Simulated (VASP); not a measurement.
# RbCl (rocksalt type) (Fm-3m) in VASP: further runs, part 2 of 2

VASP 6.6.1.

## 5. Single point, PBE (volume scaled by 1.025)

Input file INCAR:

```
SYSTEM = RbCl
  ALGO = Normal
  EDIFF = 1E-6
  ENCUT = 500
  GGA = PE
  GGA_COMPAT = .False.
  ISIF = 2
  ISMEAR = -1
  LASPH = .True.
  LCHARG = .True.
  LELF = .True.
  LREAL = .False.
  LVHAR = .True.
  LWAVE = .False.
  NBANDS = 15
  NELM = 120
  PREC = Accurate
  SIGMA = 0.05
```

Input file KPOINTS:

```
k-points
0
Gamma
  10 10 10
  0 0 0
```

Input file POSCAR:

```
RbCl
1.0
    0.0000000000      3.3766404364      3.3766404364
    3.3766404364      0.0000000000      3.3766404364
    3.3766404364      3.3766404364      0.0000000000
Rb Cl
1 1
Direct
    0.0000000000      0.0000000000      0.0000000000
    0.5000000000      0.5000000000      0.5000000000
```

Run with:

```sh
> cat potpaw_PBE.64/Rb_sv/POTCAR potpaw_PBE.64/Cl/POTCAR > POTCAR
> mpirun -np 1 vasp_std > vasp.out
```

Run time: 38 s. Hardware: 1 thread of AMD EPYC 9R14 (Zen 4), shared host; peak memory 0.19 GiB.

Results (log left out):

```yaml
Free_energy: -6.6743 eV
Pressure: -0.3 GPa
Band_gap_on_the_k_mesh: 4.76 eV, direct
```

Levels at points of the mesh, in eV from the valence-band top:
```
           k point  band 4  band 5  band 6  band 7  band 8  band 9  band 10  band 11  band 12  band 13
(0.00, 0.00, 0.00)   -8.16   -8.16    0.00    0.00    0.00    4.76     7.93     7.93     7.93     8.87
(0.50, 0.00, 0.00)   -8.17   -8.15   -0.75   -0.28   -0.28    7.48     7.68     9.87     9.87    11.08
(0.50, 0.50, 0.00)   -8.24   -8.24   -0.32   -0.11   -0.11    6.25     7.72     9.28     9.89    10.04
```

## 6. Single point, PBE (volume scaled by 1.05)

Input file INCAR:

```
SYSTEM = RbCl
PREC = Accurate ; ENCUT = 500
EDIFF = 1E-6 ; ISMEAR = -1
SIGMA = 0.05 ; LREAL = .FALSE.
LASPH = .TRUE. ; NELM = 120
ALGO = Normal ; ISIF = 2
LWAVE = .FALSE. ; LCHARG = .FALSE.
GGA = PE ; NBANDS = 15
GGA_COMPAT = .FALSE.
```

Input file KPOINTS:

```
Automatic mesh
0
G
  10 10 10
  0 0 0
```

Input file POSCAR:

```
RbCl
1.0
    0.0000000000      3.4038725837      3.4038725837
    3.4038725837      0.0000000000      3.4038725837
    3.4038725837      3.4038725837      0.0000000000
Rb Cl
1 1
Direct
    0.0000000000      0.0000000000      0.0000000000
    0.5000000000      0.5000000000      0.5000000000
```

Potentials or basis: VASP PAW PBE potentials, release 64 (Rb_sv, Cl).

Run with:

```sh
> cat potpaw_PBE.64/Rb_sv/POTCAR potpaw_PBE.64/Cl/POTCAR > POTCAR
> mpirun -np 1 vasp_std > vasp.out
```

OUTCAR:

```text
SYSTEM = RbCl
   PREC = Accurate
   ENCUT = 500
   EDIFF = 1E-6
   ISMEAR = -1
   LREAL = .FALSE.
   LASPH = .TRUE.
   NELM = 120
   ISIF = 2
   GGA = PE

 ion  position               nearest neighbor table
   1  0.000  0.000  0.000-   2 3.40   2 3.40   2 3.40   2 3.40   2 3.40   2 3.40
   2  0.500  0.500  0.500-   1 3.40   1 3.40   1 3.40   1 3.40   1 3.40   1 3.40

  LATTYP: Found a face centered cubic cell.
 ALAT       =     6.8077451674

  Lattice vectors:

 A1 = (   0.0000000000,   3.4038725837,   3.4038725837)
 A2 = (   3.4038725837,   0.0000000000,   3.4038725837)
 A3 = (   3.4038725837,   3.4038725837,   0.0000000000)

Analysis of symmetry for initial positions (statically):
=====================================================================
 Subroutine PRICEL returns:
 Original cell was already a primitive cell.

 Routine SETGRP: Setting up the symmetry group for a
 face centered cubic supercell.

 Subroutine GETGRP returns: Found 48 space group operations
 (whereof 48 operations were pure point group operations)
 out of a pool of 48 trial point group operations.

The static configuration has the point symmetry O_h .

Analysis of symmetry for dynamics (positions and initial velocities):
=====================================================================
 Subroutine PRICEL returns:
 Original cell was already a primitive cell.

 Routine SETGRP: Setting up the symmetry group for a
 face centered cubic supercell.

 Subroutine GETGRP returns: Found 48 space group operations
 (whereof 48 operations were pure point group operations)
 out of a pool of 48 trial point group operations.

The dynamic configuration has the point symmetry O_h .

 Subroutine INISYM returns: Found 48 space group operations
 (whereof 48 operations are pure point group operations),
 and found     1 'primitive' translations

----------------------------------------------------------------------------------------

                                     Primitive cell
[... 119 lines left out ...]
   IVDW    =     0    specifies the selected vdW correction
   LEPSILON=     F    determine dielectric tensor
   LRPA    =     F    only Hartree local field effects (RPA)
 non-spin polarized calculation
  energy-cutoff  :      500.00
  volume of cell :       78.88
 maximum number of plane-waves:      2044
   NGX = 17   NGY = 17   NGZ = 17

 number of electron      15.9999998 magnetization

 Free energy of the ion-electron system (eV)
  ---------------------------------------------------
  ext. energy  EPLUGINS =         0.00000000
  ---------------------------------------------------
  free energy    TOTEN  =        -6.66906256 eV

  energy without entropy =       -6.66906256  energy(sigma->0) =       -6.66906256

 E-fermi :  -1.1066     XC(G=0):  -6.9529

 val. band max:       -2.2272441270   @ k =   0.0000   0.0000   0.0000
 cond. band min:       2.4614431952   @ k =   0.0000   0.0000   0.0000
 fundamental gap:      4.6886873223
 Fermi energy:        -1.1066414167

 k-point     1 :       0.0000    0.0000    0.0000
  band No.  band energies     occupation
      1     -26.4037      2.00000
      2     -14.1429      2.00000
      3     -10.4522      2.00000
      4     -10.4522      2.00000
      5     -10.4522      2.00000
      6      -2.2272      2.00000
      7      -2.2272      2.00000
      8      -2.2272      2.00000
      9       2.4614      0.00000
     10       5.6792      0.00000
     11       5.6792      0.00000
     12       5.6792      0.00000
     13       6.5997      0.00000
     14       6.5997      0.00000
[... 401 lines left out ...]
      2     -14.1305      2.00000
      3     -10.5394      2.00000
      4     -10.5032      2.00000
      5     -10.5020      2.00000
      6      -2.6609      2.00000
      7      -2.3581      2.00000
      8      -2.3367      2.00000
      9       4.3672      0.00000
     10       4.6462      0.00000
     11       7.4458      0.00000
     12       7.4920      0.00000
     13       8.0228      0.00000
     14       8.0820      0.00000
     15       8.6815      0.00000

 [... further k-points ...]

------------------------ aborting loop because EDIFF is reached ----------------------------------------

  FORCE on cell =-STRESS in cart. coord.  units (eV):
  Direction    XX          YY          ZZ          XY          YZ          ZX
  --------------------------------------------------------------------------------------
  -------------------------------------------------------------------------------------
  Total       -0.3047295     -0.3047295     -0.3047295      0.0000000     -0.0000000      0.0000000
  in kB       -6.1897802     -6.1897802     -6.1897802      0.0000000     -0.0000000      0.0000000
  external PRESSURE =      -6.1897802 kB  Pullay stress =       0.0000000 kB

 VOLUME and BASIS-vectors are now :
 -----------------------------------------------------------------------------
  energy-cutoff  :      500.00
  volume of cell :       78.88
      direct lattice vectors                 reciprocal lattice vectors
     0.000000000  3.403872584  3.403872584    -0.146891515  0.146891515  0.146891515
     3.403872584  0.000000000  3.403872584     0.146891515 -0.146891515  0.146891515
     3.403872584  3.403872584  0.000000000     0.146891515  0.146891515 -0.146891515

 POSITION                                       TOTAL-FORCE (eV/Angst)
 -----------------------------------------------------------------------------------
      0.00000      0.00000      0.00000        -0.000000     -0.000000     -0.000000
      3.40387      3.40387      3.40387         0.000000      0.000000      0.000000
 -----------------------------------------------------------------------------------
    total drift:                                0.000000      0.000000      0.000000

  FREE ENERGIE OF THE ION-ELECTRON SYSTEM (eV)
  ---------------------------------------------------
  free  energy   TOTEN  =        -6.6690625587 eV

  energy  without entropy=       -6.6690625587  energy(sigma->0) =       -6.66906256
```

Run time: 36 s. Hardware: 1 thread of AMD EPYC 9R14 (Zen 4), shared host; peak memory 0.19 GiB.

What came out:

```
Free energy            : -6.6691 eV
Pressure               : -0.6 GPa
Band gap on the k mesh : 4.69 eV, direct
```

 A k mesh can miss the band edges.

## 7. Summary

| cell | gap on the mesh (eV) | pressure (GPa) |
| --- | --- | --- |
| a = 4.656 Å, angles 60.0°, 2 atoms | 4.99 | 0.8 |
| a = 4.696 Å, angles 60.0°, 2 atoms | 4.91 | 0.4 |
| a = 4.736 Å, angles 60.0°, 2 atoms | 4.83 | 0.0 |
| a = 4.775 Å, angles 60.0°, 2 atoms | 4.76 | -0.3 |
| a = 4.814 Å, angles 60.0°, 2 atoms | 4.69 | -0.6 |

Alike in all rows: task single point; level PBE; potentials or basis VASP PAW PBE potentials, release 64 (Rb_sv, Cl); no spin polarisation; k mesh 10 × 10 × 10; cutoff (eV) 500; smearing fermi-dirac 0.05 eV.

Total energies depend on the potentials used, so only differences within one code and one set of settings carry meaning.
